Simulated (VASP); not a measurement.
Wanted: the native input for a VASP 6.6.1 run.

```yaml
Task: single point
Functional: PBEsol
Potentials_or_basis: VASP PAW PBE potentials, release 64 (Co, O)
Cutoff: 520 eV
k_mesh: 12 × 12 × 15
Occupations: gaussian, width 0.1 eV
Spin: collinear spin, ferromagnetic start
Starting_moments: "[2.57, 0.32] μB"
Dipole_correction: no
Further_INCAR_settings: ALGO = Fast; EDIFF = 1e-07; NBANDS = 18; ISYM = 0
```

The structure of CoO lies in POSCAR:

```
CoO
1.0
    3.0358717253      0.0000000000      0.0000000000
   -1.5179358626      2.6291420367      0.0000000000
    1.5179358626      0.8763806789      2.3209878500
Co O
1 1
Direct
    0.0000000000      0.0000000000      0.0000000000
    0.0000000000      0.5000000000      0.5000000000
```

The input as run:

INCAR

```
SYSTEM = CoO
ALGO = Fast
EDIFF = 1E-7
ENCUT = 520
GGA = PS
ISIF = 2
ISMEAR = 0
ISPIN = 2
ISYM = 0
LASPH = .TRUE.
LCHARG = .TRUE.
LELF = .TRUE.
LMAXMIX = 4
LORBIT = 11
LREAL = .FALSE.
LVHAR = .TRUE.
LWAVE = .FALSE.
MAGMOM = 2.57 0.32
NBANDS = 18
NELM = 150
PREC = Accurate
SIGMA = 0.1
```

KPOINTS

```
k-points
0
G
  12 12 15
  0 0 0
```

Potentials or basis: VASP PAW PBE potentials, release 64 (Co, O).

The run is started by

```sh
$ cat potpaw_PBE.64/Co/POTCAR potpaw_PBE.64/O/POTCAR > POTCAR
$ mpirun -np 1 vasp_std > vasp.out
```

Results of the run:

| Item | Value |
| --- | --- |
| Pressure | -5.0 GPa |
| Net moment | 2.82 μB per cell |
| Site moments | Co +2.48; O +0.29 μB |
| Valence electrons inside the program's atomic spheres | Co 7.88; O 4.97 |

Caveat: the cell stands under tension; the PAW data sets were made with another functional, which shifts forces and pressure a little; a cell with one magnetic atom can't hold antiferromagnetic order, which such compounds often take.

Wall time 25 min on 1 thread of Oxide Virtual Turin-like Processor (shared host), peak memory 0.57 GiB.
